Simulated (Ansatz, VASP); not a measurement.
**One calculation of AlN, two programs**

```xyz
4
Lattice="3.4005 0.0000 0.0000 -1.7003 2.9449 0.0000 0.0000 0.0000 4.3470" Properties=species:S:1:pos:R:3 pbc="T T T"
Al    0.0000    1.9633    3.2603
Al    1.7003    0.9816    1.0868
N     0.0000    1.9633    1.0868
N     1.7003    0.9816    3.2603
```

Alike in both runs: task single point; functional PBEsol; k mesh 9 × 9 × 6; occupations gaussian, width 0.05 eV; no spin polarisation.

```csv
,VASP,Ansatz
version,VASP 6.6.1,Ansatz 0.2.0
potentials or method,"VASP PAW PBE potentials, release 64 (Al, N), cutoff 520 eV","scalar-relativistic, plane waves, PAW"
valence electrons in the cell,16,16
```

```csv
,VASP,Ansatz,Ansatz less VASP
gap on the k mesh at the Fermi level (eV),2.48,2.47,-0.010
least direct gap on the mesh (eV),2.48,2.47,-0.010
pressure (GPa),-18.4,-18.4,+0.04
"traceless stress, the component that is largest in VASP (GPa)",1.00,1.01,+0.011
```

VASP's potentials were made for PBE, not for PBEsol, and Ansatz warns of the same on its side.
